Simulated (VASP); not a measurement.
# PbSe in VASP: further runs

Aim: see how the results for PbSe move with the level of theory and the settings. Levels: PBE, r2SCAN. Tasks: single point.

All numbers are computed with VASP 6.6.1; they aren't measurements. Logs are shortened: lines on timing, memory, paths and dates and some standing lists are left out, and cuts for length are marked.

## Step 1: The cell of the first run

It takes space group I-4m2 (No. 119, tetragonal). Conventional cell: a = 4.841 Å, b = 4.841 Å, c = 6.888 Å, α = 90.00°, β = 90.00°, γ = 90.00°. Pb (site symmetry -4m2) has 4 Se at 2.97 Å within 3.9 Å. Within 3.9 Å of Se (site symmetry -4m2) lie 4 Pb at 2.97 Å.

## Step 2: Single point, PBE (uniaxial z strain +0.6%)

The input, INCAR:

```
ALGO = Normal
EDIFF = 1E-7
ENCUT = 520
GGA = PE
ISIF = 2
ISMEAR = -1
LASPH = True
LCHARG = False
LREAL = False
LWAVE = False
NBANDS = 17
NELM = 80
PREC = Accurate
SIGMA = 0.02
```

The input, KPOINTS:

```
k-points
0
Gamma
  6 6 6
```

The input, POSCAR:

```
PbSe
1.0
    0.0000000000      3.4232041400      3.4440856853
    3.4232041400      0.0000000000      3.4440856853
    3.4232041400      3.4232041400      0.0000000000
Pb Se
1 1
Direct
    0.0000000000      0.0000000000      0.0000000000
    0.2500000000      0.2500000000      0.2500000000
```

Potentials or basis: VASP PAW PBE potentials, release 64 (Pb_d, Se).

Run with:

```bash
$ cat potpaw_PBE.64/Pb_d/POTCAR potpaw_PBE.64/Se/POTCAR > POTCAR
$ mpirun -np 1 vasp_std > vasp.out
```

OUTCAR:

```text
EDIFF = 1E-7
   ENCUT = 520
   GGA = PE
   ISIF = 2
   ISMEAR = -1
   LASPH = True
   LREAL = False
   NELM = 80
   PREC = Accurate

 ion  position               nearest neighbor table
   1  0.000  0.000  0.000-   2 2.97   2 2.97   2 2.97   2 2.97
   2  0.250  0.250  0.250-   1 2.97   1 2.97   1 2.97   1 2.97

  LATTYP: Found a body centered tetragonal cell.
 ALAT       =     4.8411417216
 C/A-ratio  =     1.4228402651

  Lattice vectors:

 A1 = (  -3.4232041400,   0.0000000000,   3.4440856853)
 A2 = (   3.4232041400,   0.0000000000,   3.4440856853)
 A3 = (   0.0000000000,   3.4232041400,  -3.4440856853)

Analysis of symmetry for initial positions (statically):
=====================================================================
 Subroutine PRICEL returns:
 Original cell was already a primitive cell.

 Routine SETGRP: Setting up the symmetry group for a
 body centered tetragonal supercell.

 Subroutine GETGRP returns: Found  8 space group operations
 (whereof  8 operations were pure point group operations)
 out of a pool of 16 trial point group operations.

The static configuration has the point symmetry D_2d.

Analysis of symmetry for dynamics (positions and initial velocities):
=====================================================================
 Subroutine PRICEL returns:
 Original cell was already a primitive cell.

 Routine SETGRP: Setting up the symmetry group for a
 body centered tetragonal supercell.

 Subroutine GETGRP returns: Found  8 space group operations
 (whereof  8 operations were pure point group operations)
 out of a pool of 16 trial point group operations.

The dynamic configuration has the point symmetry D_2d.

 Subroutine INISYM returns: Found  8 space group operations
 (whereof  8 operations are pure point group operations),
 and found     1 'primitive' translations

----------------------------------------------------------------------------------------

                                     Primitive cell

  volume of cell :      80.7178

  direct lattice vectors                    reciprocal lattice vectors
     0.000000000  3.423204140  3.444085685    -0.146061987  0.146061987  0.145176411
     3.423204140  0.000000000  3.444085685     0.146061987 -0.146061987  0.145176411
     3.423204140  3.423204140  0.000000000     0.146061987  0.146061987 -0.145176411

  length of vectors
     4.855929653  4.855929653  4.841141722     0.252476531  0.252476531  0.252476531
[... 68 lines left out ...]
   ions per type =               1   1
   NGX,Y,Z   is equivalent  to a cutoff of  12.32, 12.32, 12.36 a.u.
   NGXF,Y,Z  is equivalent  to a cutoff of  24.65, 24.65, 24.72 a.u.
 SYSTEM =  unknown system
   PREC   = accura    normal or accurate (medium, high low for compatibility)
   ISTART =      0    job   : 0-new  1-cont  2-samecut
   ICHARG =      2    charge: 1-file 2-atom 10-const
   ISPIN  =      1    spin polarized calculation?
   LNONCOLLINEAR =      F non collinear calculations
   LSORBIT =      F    spin-orbit coupling
   LASPH  =      T    aspherical Exc in radial PAW
   ENCUT  =  520.0 eV  38.22 Ry    6.18 a.u.   9.03  9.03  9.00*2*pi/ulx,y,z
   NELM   =     80;   NELMIN=  2; NELMDL= -5     # of ELM steps
   EDIFF  = 0.1E-06   stopping-criterion for ELM
   LREAL  =      F    real-space projection
   EDIFFG = 0.1E-05   stopping-criterion for IOM
   NSW    =      0    number of steps for IOM
   IBRION =     -1    ionic relax: 0-MD 1-quasi-New 2-CG
   NFREE  =      0    steps in history (QN), initial steepest desc. (CG)
   ISIF   =      2    stress and relaxation
   ISYM   =      2    0-nonsym 1-usesym 2-fastsym
   POTIM  = 0.5000    time-step for ionic-motion
   TEBEG  =    0.0;   TEEND  =   0.0 temperature during run
   PSTRESS=    0.0 pullay stress
   NELECT =      20.0000    total number of electrons
   NUPDOWN=      -1.0000    fix difference up-down
   EMIN   =  10.00;   EMAX   =-10.00  energy-range for DOS
   EFERMI =   0.00;   METHOD = LEGACY
   ISMEAR =    -1;   SIGMA  =   0.02  broadening in eV -4-tet -1-fermi 0-gaus
   EFERMI_NEDOS =   21; number of points for ismear=-14 and -15
   IALGO  =     38    algorithm
   IMIX   =      4    mixing-type and parameters
     AMIX     =   0.40;   BMIX     =  1.00
     AMIX_MAG =   1.60;   BMIX_MAG =  1.00
  volume/ion in A,a.u.               =      40.36       272.36
  Fermi-wavevector in a.u.,A,eV,Ry     =   1.028241  1.943094 14.385166  1.057280
  Thomas-Fermi vector in A             =   2.162227
   LORBIT       =      0    0 simple, 1 ext, 2 COOP (PROOUT), +10 PAW based schemes
   GGA     = PE    functional components
[... 5 lines left out ...]
 non-spin polarized calculation
  energy-cutoff  :      520.00
  volume of cell :       80.72
 maximum number of plane-waves:      2200
   NGX = 19   NGY = 19   NGZ = 17

 number of electron      20.0000003 magnetization

 Free energy of the ion-electron system (eV)
  ---------------------------------------------------
  ext. energy  EPLUGINS =         0.00000000
  ---------------------------------------------------
  free energy    TOTEN  =        -7.83654234 eV

  energy without entropy =       -7.83654234  energy(sigma->0) =       -7.83654234

 E-fermi :   2.5696     XC(G=0):  -7.7086

 val. band max:        2.1865312054   @ k =  -0.3333   0.5000   0.1667
 cond. band min:       2.9327087312   @ k =   0.5000   0.0000   0.5000
 fundamental gap:      0.7461775258
 Fermi energy:         2.5696134915

 k-point     1 :       0.0000    0.0000    0.0000
  band No.  band energies     occupation
      1     -14.5066      2.00000
      2     -14.5051      2.00000
      3     -14.5051      2.00000
      4     -14.4766      2.00000
      5     -14.4752      2.00000
      6     -10.4595      2.00000
[... 457 lines left out ...]
      4     -14.4805      2.00000
      5     -14.4708      2.00000
      6      -9.7077      2.00000
[... 9 lines left out ...]
     16      11.3223      0.00000
     17      12.6413      0.00000

 [... further k-points ...]
[... 5 lines left out ...]
  --------------------------------------------------------------------------------------
  -------------------------------------------------------------------------------------
  Total        0.2725579      0.2725579      0.2632589      0.0000000      0.0000000      0.0000000
  in kB        5.4100308      5.4100308      5.2254541      0.0000000      0.0000000      0.0000000
  external PRESSURE =       5.3485052 kB  Pullay stress =       0.0000000 kB

 VOLUME and BASIS-vectors are now :
 -----------------------------------------------------------------------------
  energy-cutoff  :      520.00
  volume of cell :       80.72
      direct lattice vectors                 reciprocal lattice vectors
     0.000000000  3.423204140  3.444085685    -0.146061987  0.146061987  0.145176411
     3.423204140  0.000000000  3.444085685     0.146061987 -0.146061987  0.145176411
     3.423204140  3.423204140  0.000000000     0.146061987  0.146061987 -0.145176411

 POSITION                                       TOTAL-FORCE (eV/Angst)
 -----------------------------------------------------------------------------------
      0.00000      0.00000      0.00000         0.000000      0.000000      0.000000
      1.71160      1.71160      1.72204        -0.000000     -0.000000     -0.000000
 -----------------------------------------------------------------------------------
    total drift:                                0.000000      0.000000      0.000000

  FREE ENERGIE OF THE ION-ELECTRON SYSTEM (eV)
  ---------------------------------------------------
  free  energy   TOTEN  =        -7.8365423410 eV

  energy  without entropy=       -7.8365423407  energy(sigma->0) =       -7.83654234
```

stdout:

```text
POSCAR found type information on POSCAR PbSe
 POSCAR found :  2 types and       2 ions
 scaLAPACK will be used
 LDA part: xc-table for (Slater+PW92), standard interpolation
 POSCAR, INCAR and KPOINTS ok, starting setup
 FFT: planning ... GRIDC
 FFT: planning ... GRID_SOFT
 FFT: planning ... GRID
 WAVECAR not read
 entering main loop
```

It took 31 s on 1 thread of Intel Xeon Platinum 8259CL at 2.50GHz (Skylake/Cascade Lake), shared host; peak memory 0.22 GiB.

Results:

* Free energy: -7.8365 eV
* Pressure: 0.5 GPa
* Band gap on the k mesh: 0.75 eV, indirect (least direct gap 1.15 eV)

Caveat: the cell differs from its parent crystal (uniaxial z strain +0.6%); spin-orbit coupling is left out, which moves the levels of the heavy elements.

## Step 3: Single point, PBE (strain along [111] -2.9%)

The input, INCAR:

```
SYSTEM = PbSe
  ALGO = Normal
  EDIFF = 1E-6
  ENCUT = 520
  GGA = PE
  ISIF = 2
  ISMEAR = -1
  LASPH = .True.
  LCHARG = .False.
  LREAL = .False.
  LWAVE = .False.
  NBANDS = 17
  NELM = 80
  PREC = Accurate
  SIGMA = 0.02
```

The input, KPOINTS:

```
k-points
0
Gamma
  6 6 6
  0 0 0
```

The input, POSCAR:

```
PbSe
1.0
   -0.0657255195      3.3574786206      3.3574786206
    3.3574786206     -0.0657255195      3.3574786206
    3.3574786206      3.3574786206     -0.0657255195
Pb Se
1 1
Direct
   -0.0021474311     -0.0021474311     -0.0021474311
    0.2521474311      0.2521474311      0.2521474311
```

Potentials or basis: VASP PAW PBE potentials, release 64 (Pb_d, Se).

Run with:

```bash
$ cat potpaw_PBE.64/Pb_d/POTCAR potpaw_PBE.64/Se/POTCAR > POTCAR
$ mpirun -np 1 vasp_std > vasp.out
```

It took 31 s on 1 thread of Intel Xeon Platinum 8259CL at 2.50GHz (Skylake/Cascade Lake), shared host; peak memory 0.23 GiB.

Results (log left out):

```yaml
Free_energy: -7.8185 eV
Pressure: 1.7 GPa
Largest_force: 0.008 eV/Å
Band_gap_on_the_k_mesh: 0.71 eV, indirect (least direct gap 1.14 eV)
```

Forces in eV/Å, atoms in the order of the input:
```
Pb  -0.005 -0.005 -0.005
Se   0.005  0.005  0.005
```

Stress tensor (GPa, compression positive):
```
 1.74 -0.16 -0.16
-0.16  1.74 -0.16
-0.16 -0.16  1.74
```

Levels at points of the mesh, in eV from the valence-band top:
```
           k point  band 8  band 9  band 10  band 11  band 12  band 13
(0.00, 0.00, 0.00)   -1.62   -1.62    -1.51     2.19     2.19     2.31
(0.50, 0.00, 0.00)   -2.15   -2.07    -1.90     2.99     3.06     3.82
(0.50, 0.50, 0.00)   -2.92   -2.80    -0.43     0.71     5.02     5.12
(0.50, 0.50, 0.50)   -2.20   -2.20    -2.11     2.94     2.94     3.94
```

Caveat: the cell differs from its parent crystal (strain along [111] -2.9%); spin-orbit coupling is left out, which moves the levels of the heavy elements.

## Step 4: Single point, r2SCAN (uniaxial z strain +0.6%)

The input, POSCAR:

```
PbSe
1.0
    0.0000000000      3.4232041400      3.4440856853
    3.4232041400      0.0000000000      3.4440856853
    3.4232041400      3.4232041400      0.0000000000
Pb Se
1 1
Direct
    0.0000000000      0.0000000000      0.0000000000
    0.2500000000      0.2500000000      0.2500000000
```

The input, INCAR.step1:

```
PREC     = Accurate       # precision mode
ENCUT    = 520            # plane-wave cutoff, eV
ISMEAR   = 0              # smearing method
SIGMA    = 0.01           # smearing width, eV
LREAL    = False          # projectors in reciprocal space
LASPH    = True           # aspherical terms in the spheres
NELM     = 80             # most SCF steps
NBANDS   = 17             # bands
GGA      = PE             # functional
ALGO     = Normal         # electronic algorithm
EDIFF    = 1E-4           # SCF threshold, eV
LWAVE    = True           # write WAVECAR
LCHARG   = False          # write CHGCAR
```

The input, INCAR.step2:

```
PREC     = Accurate       # precision mode
ENCUT    = 520            # plane-wave cutoff, eV
EDIFF    = 1E-7           # SCF threshold, eV
ISMEAR   = 0              # smearing method
SIGMA    = 0.01           # smearing width, eV
LREAL    = False          # projectors in reciprocal space
LASPH    = True           # aspherical terms in the spheres
NELM     = 80             # most SCF steps
ALGO     = Normal         # electronic algorithm
ISIF     = 2              # what is computed and relaxed
LWAVE    = False          # write WAVECAR
LCHARG   = False          # write CHGCAR
METAGGA  = R2SCAN         # meta-GGA
LMIXTAU  = True         
NBANDS   = 17             # bands
ISTART   = 1
```

The input, KPOINTS:

```
regular mesh
0
Gamma
  6 6 6
```

Run with:

```bash
$ cat potpaw_PBE.64/Pb_d/POTCAR potpaw_PBE.64/Se/POTCAR > POTCAR
$ cp INCAR.step1 INCAR
$ mpirun -np 1 vasp_std > vasp.out
$ cp INCAR.step2 INCAR
$ mpirun -np 1 vasp_std > vasp.out
```

It took 2.2 min on 1 thread of Intel Xeon Platinum 8259CL at 2.50GHz (Skylake/Cascade Lake), shared host; peak memory 0.24 GiB.

It converged, with:

| Quantity | Value |
| --- | --- |
| Free energy | -71.4482 eV |
| Pressure | -0.2 GPa |
| Band gap on the k mesh | 0.92 eV, indirect (least direct gap 1.34 eV) |

Levels at points of the mesh, in eV from the valence-band top:
| k point | band 7 | band 8 | band 9 | band 10 | band 11 | band 12 | band 13 | band 14 |
| --- | --- | --- | --- | --- | --- | --- | --- | --- |
| (0.00, 0.00, 0.00) | -6.36 | -1.62 | -1.59 | -1.59 | 2.47 | 2.47 | 2.48 | 4.97 |
| (0.50, 0.00, 0.00) | -7.96 | -2.15 | -2.12 | -1.90 | 3.24 | 3.25 | 3.99 | 6.84 |
| (0.50, 0.50, 0.00) | -8.35 | -2.82 | -2.82 | -0.40 | 0.94 | 5.29 | 5.29 | 6.32 |
| (0.50, 0.00, 0.50) | -8.33 | -2.84 | -2.84 | -0.43 | 0.92 | 5.29 | 5.31 | 6.35 |

Caveat: the cell differs from its parent crystal (uniaxial z strain +0.6%); the PAW data sets were made with another functional, which shifts forces and pressure a little; spin-orbit coupling is left out, which moves the levels of the heavy elements. A k mesh can miss the band edges.

## Step 5: Summary

| level | cell | smearing | gap on the mesh (eV) | pressure (GPa) |
| --- | --- | --- | --- | --- |
| PBE | a = 4.856, b = 4.856, c = 4.841 Å, angles 60.1, 60.1, 59.8°, 2 atoms | fermi-dirac 0.02 eV | 0.75 | 0.5 |
| PBE | a = 4.749 Å, angles 61.3°, 2 atoms | fermi-dirac 0.02 eV | 0.71 | 1.7 |
| r2SCAN | a = 4.856, b = 4.856, c = 4.841 Å, angles 60.1, 60.1, 59.8°, 2 atoms | gaussian 0.01 eV | 0.92 | -0.2 |

Alike in all rows: task single point; potentials or basis VASP PAW PBE potentials, release 64 (Pb_d, Se); no spin polarisation; k mesh 6 × 6 × 6; cutoff (eV) 520.

Caveats: spin-orbit coupling is left out, which moves the levels of the heavy elements; the PAW data sets were made with another functional, which shifts forces and pressure a little (some runs).

Absolute energies hang on the potentials; compare differences alone.
